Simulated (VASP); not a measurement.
Runs of VASP 6.6.1 on NaB4. The structure is that of space group Pmmm (No. 47), or close to it. The cells are those of the table. 

```tsv
task	cell	k mesh	cutoff (eV)	gap on the mesh (eV)	pressure (GPa)	relaxed volume (Å³/atom)	largest force (eV/Å)
single point	a = 3.128, b = 4.098, c = 5.532 Å, 5 atoms	12 × 8 × 8	520	none	0.0	-	-
relaxation of cell and atoms	relaxed from a = 2.858, b = 3.051, c = 5.284 Å, 5 atoms	6 × 6 × 4	600	none	-0.3	13.54	0.03
single point	a = 4.533, b = 3.025, c = 4.959 Å, 5 atoms	6 × 6 × 4	520	none	0.1	-	0.01
relaxation of cell and atoms	relaxed from a = 3.025, b = 4.533, c = 4.959 Å, 5 atoms	12 × 8 × 8	600	none	0.0	(a)	0.01
```

Alike in all rows: level PBE; potentials or basis VASP PAW PBE potentials, release 64 (Na_pv, B); no spin polarisation; smearing gaussian 0.1 eV.

Problem. Estimate the missing entries.

Solution. (a) 14.14.

Caveats: some runs use coarse meshes; the volume moved by over 15 % at a fixed basis, so the end points are rough (some runs).

A gap of «none» marks levels without a gap at the run's occupations.
